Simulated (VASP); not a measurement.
Input of a VASP 6.6.1 run:

File INCAR:

```
PREC = Accurate
ENCUT = 520
EDIFF = 1E-6
ISMEAR = -1
SIGMA = 0.08
LREAL = F
LASPH = T
NELM = 60
ALGO = Normal
ISIF = 2
LWAVE = F
LCHARG = F
GGA = CA
NBANDS = 16
```

File KPOINTS:

```
regular mesh
0
Gamma
  17 17 17
```

The input POSCAR:

```
TiN
1.0
    0.0000000000      2.0858714115      2.0858714115
    2.0858714115      0.0000000000      2.0858714115
    2.0858714115      2.0858714115      0.0000000000
Ti N
1 1
Direct
    0.0000000000      0.0000000000      0.0000000000
    0.5000000000      0.5000000000      0.5000000000
```

Potentials or basis: VASP PAW LDA potentials, release 64 (Ti_sv, N).

Run with:

```console
$ cat potpaw_LDA.64/Ti_sv/POTCAR potpaw_LDA.64/N/POTCAR > POTCAR
$ mpirun -np 1 vasp_std > vasp.out
```

Problem. Estimate the pressure.

Solution. 1.1 GPa.
